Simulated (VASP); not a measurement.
Write the native input for VASP 6.6.1 that does the following.

```yaml
Task: electric field gradients
Functional: LDA
Potentials_or_basis: VASP PAW LDA potentials, release 64 (Si)
Cutoff: 400 eV
k_mesh: 15 × 15 × 8
Occupations: fermi-dirac, width 0.05 eV
Spin: no spin polarisation
Dipole_correction: no
Further_INCAR_settings: ALGO = Normal; EDIFF = 1e-08; NBANDS = 11
```

The structure of Si lies in POSCAR:

```
Si
1.0
    2.6895478028      0.0000000000      0.0000000000
   -1.3447739014      2.3292167219      0.0000000000
    0.0000000000      0.0000000000      4.5725623953
Si
2
Direct
    0.3333333333      0.6666666667      0.2500000000
    0.6666666667      0.3333333333      0.7500000000
```

This isn't the form of Si at room conditions, which is diamond.

These files were run (other wordings do the same):

INCAR

```
  ALGO = Normal
  EDIFF = 1E-8
  ENCUT = 400
  GGA_COMPAT = F
  ISIF = 2
  ISMEAR = -1
  LASPH = T
  LCHARG = F
  LEFG = T
  LREAL = F
  LWAVE = F
  NBANDS = 11
  NELM = 120
  PREC = Accurate
  SIGMA = 0.05
```

KPOINTS

```
k-points
0
Gamma
  15 15 8
```

Potentials or basis: VASP PAW LDA potentials, release 64 (Si).

Launch:

```bash
$ cat potpaw_LDA.64/Si/POTCAR > POTCAR
$ mpirun -np 1 vasp_std > vasp.out
```

Results of the run:

```json
{
  "Pressure": "-3.3 GPa",
  "Band gap on the k mesh": "zero (bands 4 and 5 overlap by 12.34 eV)",
  "Largest electric field gradient by atom": "Si +2.3 V/Å²"
}
```

Caveat: the cell stands under tension; without QUAD_EFG the Cq values of the log hold for a quadrupole moment of 1 mb, not for the nuclei.

Run time: 14 s on 1 thread of Intel(R) Xeon(R) Platinum 8375C CPU @ 2.90GHz (Ice Lake), with other jobs on the host, peak memory 0.13 GiB.
